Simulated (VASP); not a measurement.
**Cu: single point with PBE**

Crystal: Cu.

```
Cu
1.0
     1.17052   -4.03089    0.00000
     1.17052    4.03089    0.00000
     0.00000    0.00000    2.51421
Cu
2
Direct
  0.13404 0.86596 0.25000
  0.86596 0.13404 0.75000
```

This cell differs from its parent crystal: normal strain along x -0.0550, normal strain along y +0.0000.

```yaml
Program: VASP 6.6.1
Task: single point
Functional: PBE
Potentials_or_basis: VASP PAW PBE potentials, release 64 (Cu)
Cutoff: 520 eV
k_mesh: 18 × 18 × 18
Occupations: gaussian, width 0.15 eV
Spin: no spin polarisation
Dipole_correction: no
Further_INCAR_settings: ALGO = Fast; EDIFF = 1e-06; NBANDS = 18
```

The pressure is 9.4 GPa, the largest force is 0.212 eV/Å and the band gap on the k mesh is zero (band 11 reaches 11.79 eV, above the bottom of band 12 at 5.91 eV).

Forces on the atoms (eV/Å):
```
Cu   0.000  0.212  0.000
Cu   0.000 -0.212  0.000
```

Stress tensor (GPa, compression positive):
```
20.36  0.00  0.00
 0.00  4.47  0.00
 0.00  0.00  3.22
```

Levels at points of the mesh, in eV from the Fermi level:
```
           k point  band 7  band 8  band 9  band 10  band 11  band 12  band 13  band 14  band 15  band 16
(0.00, 0.00, 0.00)   -2.17   -1.88   -1.76    -1.63    -1.46    -0.31     4.50    13.94    19.25    20.39
(0.50, 0.00, 0.00)   -2.66   -2.48   -2.17    -1.68    -0.19     1.73     3.00     7.31    13.01    15.80
(0.50, 0.50, 0.00)   -2.51   -2.39   -2.26    -1.83    -1.55    -1.48    13.01    14.77    16.74    17.66
(0.00, 0.00, 0.50)   -2.49   -2.49   -1.64    -1.64    -0.17    -0.17     7.73     7.73     8.97     8.97
(0.50, 0.00, 0.50)   -1.81   -1.81   -1.18    -1.18     3.98     3.98     7.71     7.71     9.92     9.92
(0.50, 0.50, 0.50)   -1.87   -1.87   -1.60    -1.60    -1.17    -1.17     3.40     3.40    17.11    17.11
```

It took 4.2 min on 1 thread of Intel(R) Xeon(R) Platinum 8559C (Emerald Rapids), on a shared host, peak memory 0.42 GiB.

Caveat: the cell differs from its parent crystal (normal strain along x -0.0550, normal strain along y +0.0000).
